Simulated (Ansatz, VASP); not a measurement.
AlAsPd3: VASP beside Ansatz

```
Al As Pd
1.0
     4.62742    0.00000    0.00000
     0.00000    4.62742    0.00000
     0.00000    0.00000    4.62273
Al As Pd
1 1 3
Direct
  0.50000 0.50000 0.00000
  0.50000 0.50000 0.50000
  0.00000 0.00000 0.00000
  0.50000 0.00000 0.50000
  0.00000 0.50000 0.50000
```

Alike in both runs: task relaxation of cell and atoms; functional PBE; k mesh 8 × 8 × 8; occupations gaussian, width 0.1 eV; no spin polarisation.

|  | VASP | Ansatz |
| --- | --- | --- |
| version | VASP 6.6.1 | Ansatz 0.2.0 |
| potentials or method | VASP PAW PBE potentials, release 64 (Al, As, Pd), cutoff 600 eV | scalar-relativistic, plane waves, PAW |
| valence electrons in the cell | 38 | 72 |

VASP gave:

| Property | Result |
| --- | --- |
| gap on the k mesh at the Fermi level, each at its own relaxed structure (eV) | none |
| relaxed volume (Å³/atom) | 19.89 |
| relaxed length of the cell vector where the two differ most in proportion (Å) | 4.640 |

Problem. Which values does Ansatz return?

Solution. gap on the k mesh at the Fermi level, each at its own relaxed structure (eV): none; relaxed volume (Å³/atom): 19.85; relaxed length of the cell vector where the two differ most in proportion (Å): 4.635.

A gap of «none» marks a metal or a gap that the smearing closes. VASP's potentials hold 38 valence electrons a cell and Ansatz's 72, so a difference there can come from the potentials and not from the codes.
